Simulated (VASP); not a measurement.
BAs, 2 atoms in the cell. It takes space group F-43m (No. 216, cubic). The conventional cell has a = 4.833 Å, b = 4.833 Å, c = 4.833 Å, α = 90.00°, β = 90.00°, γ = 90.00°. B (site symmetry -43m) has 4 As at 2.09 Å within 2.8 Å. Within 2.8 Å of As (site symmetry -43m) lie 4 B at 2.09 Å. 

| Quantity | Value |
| --- | --- |
| Program | VASP 6.6.1 |
| Task | single point |
| Functional | PBE |
| Potentials or basis | VASP PAW PBE potentials, release 64 (B, As) |
| Cutoff | 500 eV |
| k mesh | 3 × 3 × 3 |
| Occupations | gaussian, width 0.01 eV |
| Spin | no spin polarisation |
| Dipole correction | no |
| Further INCAR settings | ALGO = Normal; EDIFF = 1e-06; NBANDS = 11 |

Potentials or basis: VASP PAW PBE potentials, release 64 (B, As).

Run with:

```console
$ cat potpaw_PBE.64/B/POTCAR potpaw_PBE.64/As/POTCAR > POTCAR
$ mpirun -np 1 vasp_std > vasp.out
```

Hardware: 1 thread of Intel Xeon 8259CL (shared host).

Question: Estimate the wall time of this run.

Answer: It took 8.3 s on 1 thread of Intel Xeon 8259CL (shared host), peak memory 0.15 GiB. Counts: scf iterations 12, k points 4.
